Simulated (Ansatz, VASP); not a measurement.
## Two plane-wave programs on Sn

INCAR

```
PREC = Accurate
ENCUT = 520
EDIFF = 1E-6
ISMEAR = 0
SIGMA = 0.15
LREAL = False
LASPH = True
NELM = 100
ALGO = Fast
ISIF = 2
LWAVE = False
LCHARG = False
GGA = PE
IVDW = 12
NBANDS = 13
```

The input KPOINTS:

```
Automatic mesh
0
Gamma
  24 24 24
```

The input POSCAR:

```
Sn
1.0
   -1.8947590656      1.8949827914      1.9940914875
    1.8947590656     -1.8949827914      1.9940914875
    1.8947590656      1.8949827914     -1.9940914875
Sn
1
Direct
    0.0000000000      0.0000000000      0.0000000000
```

Input for Ansatz:

```yaml
crystal:
  lattice:
    - [-1.8947590656, 1.8949827914, 1.9940914875]
    - [1.8947590656, -1.8949827914, 1.9940914875]
    - [1.8947590656, 1.8949827914, -1.9940914875]
  atoms:
    - { symbol: Sn, position: [0.0, 0.0, 0.0] }
basis:
  ecutwfc: 420
kpoints:
  mp_grid: { grid: [24, 24, 24] }
hamiltonian:
  xc: pbe
  dispersion: d3bj
scf:
  occupations: { method: gaussian, width: 0.15 }
output:
  forces: true
  stress: true
  eigenvalues: true
```

Change from the starting cell: strain +0.080 along x and y, -0.080 along z, atoms carried along.

Alike in both runs: task single point; functional PBE; dispersion D3(BJ); k mesh 24 × 24 × 24; occupations gaussian, width 0.15 eV; no spin polarisation.

|  | VASP | Ansatz |
| --- | --- | --- |
| version | VASP 6.6.1 | Ansatz 0.2.0 |
| potentials or method | VASP PAW PBE potentials, release 64 (Sn_d), cutoff 520 eV | scalar-relativistic, plane waves, PAW |
| valence electrons in the cell | 14 | 14 |

```csv
,VASP,Ansatz,Ansatz less VASP
gap on the k mesh at the Fermi level (eV),none,none,-
pressure (GPa),-3.5,-3.5,0.00
"traceless stress, the component that is largest in VASP (GPa)",0.28,0.28,-0.001
```

A gap of «none» marks a metal or a gap that the smearing closes.
